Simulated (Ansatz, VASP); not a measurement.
**One calculation of Hg, two programs**

```xyz
3
Lattice="4.5400 0.0000 0.0000 -2.2700 3.9318 0.0000 0.0000 0.0000 3.8700" Properties=species:S:1:pos:R:3 pbc="T T T"
Hg    0.0000    2.6212    1.9350
Hg    0.0000    0.0000    0.0000
Hg    2.2700    1.3106    1.9350
```

Alike in both runs: functional PBE; k mesh 3 × 3 × 2; occupations gaussian, width 0.1 eV; no spin polarisation.

Ansatz relaxed the structure, and its values are those at the end. VASP's run is a single point on that final structure, the one shown.

```csv
,VASP,Ansatz
version,VASP 6.6.1,Ansatz 0.2.0
potentials or method,"VASP PAW PBE potentials, release 64 (Hg), cutoff 520 eV","scalar-relativistic, plane waves, PAW"
valence electrons in the cell,36,60
```

Ansatz gave:

* gap on the k mesh at the Fermi level (eV): none
* pressure (GPa): 9.7

**Question.** Which values does VASP return?

**Answer.** gap on the k mesh at the Fermi level (eV): none; pressure (GPa): 10.5.

A gap of «none» marks a metal or a gap that the smearing closes. With one functional, cell and mesh, what is left measures potentials, basis and numerics. VASP's potentials hold 36 valence electrons a cell and Ansatz's 60, so a difference there can come from the potentials and not from the codes.

The k mesh is coarse, so the values compare programs but aren't converged. Spin-orbit coupling is off throughout.
